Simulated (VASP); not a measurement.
Input of a VASP 6.6.1 run:

File POSCAR:

```
BeS
1.0
    0.0000000000      2.4977500000      2.4250000000
    2.4977500000      0.0000000000      2.4250000000
    2.4977500000      2.4977500000      0.0000000000
Be S
1 1
Direct
    0.0000000000      0.0000000000      0.0000000000
    0.7500000000      0.7500000000      0.7500000000
```

The input INCAR.step1:

```
ALGO = Normal ; EDIFF = 1E-4
ENCUT = 520 ; GGA = PE
ISMEAR = 0 ; LASPH = True
LCHARG = False ; LREAL = False
LWAVE = True ; NBANDS = 11
NELM = 100 ; PREC = Accurate
SIGMA = 0.05
```

INCAR.step2

```
ALGO = Normal ; EDIFF = 1E-6
ENCUT = 520 ; ISIF = 2
ISMEAR = 0 ; ISTART = 1
LASPH = True ; LCHARG = False
LMIXTAU = True ; LREAL = False
LWAVE = False ; METAGGA = R2SCAN
NBANDS = 11 ; NELM = 100
PREC = Accurate ; SIGMA = 0.05
```

The input KPOINTS:

```
k-points
0
Gamma
  8 8 8
```

Potentials or basis: VASP PAW PBE potentials, release 64 (Be, S).

Run with:

```bash
$ cat potpaw_PBE.64/Be/POTCAR potpaw_PBE.64/S/POTCAR > POTCAR
$ cp INCAR.step1 INCAR
$ mpirun -np 1 vasp_std > vasp.out
$ cp INCAR.step2 INCAR
$ mpirun -np 1 vasp_std > vasp.out
```

Problem. Predict the pressure.

Solution. -4.0 GPa.

Problem. Estimate the band gap on the k mesh.

Solution. 3.46 eV, indirect (least direct gap 6.06 eV).

Stress tensor (GPa, compression positive):
```
-4.93  0.00  0.00
 0.00 -4.93  0.00
 0.00  0.00 -2.23
```

Caveat: the cell differs from its parent crystal (strain +0.030 along x and y, +0.000 along z); the PAW data sets were made with another functional, which shifts forces and pressure a little. A k mesh can miss the band edges.
